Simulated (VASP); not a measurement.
A run of VASP 6.6.1:

Contents of INCAR:

```
ALGO = Normal ; EDIFF = 1E-6
ENCUT = 520 ; GGA = PS
ISIF = 2 ; ISMEAR = -1
LASPH = T ; LCHARG = T
LELF = T ; LREAL = F
LVHAR = T ; LWAVE = F
NBANDS = 11 ; NELM = 80
PREC = Accurate ; SIGMA = 0.1
```

Contents of KPOINTS:

```
k-points
0
Gamma
  15 15 15
```

Contents of POSCAR:

```
Ni
1.0
    2.1914688564      0.0000000000      0.0000000000
    0.0000000000      2.1914688564      0.0000000000
    0.0000000000      0.0000000000      2.1914688564
Ni
1
Direct
    0.0000000000      0.0000000000      0.0000000000
```

Potentials or basis: VASP PAW PBE potentials, release 64 (Ni).

Launch:

```sh
$ cat potpaw_PBE.64/Ni/POTCAR > POTCAR
$ mpirun -np 1 vasp_std > vasp.out
```

Hardware: 1 thread of Intel Xeon 6975P-C (shared host).

Q: Estimate the wall time of this run.

A: Run time: 4.7 s on 1 thread of Intel Xeon 6975P-C (shared host), peak memory 0.12 GiB. Counts: scf iterations 11, k points 120.
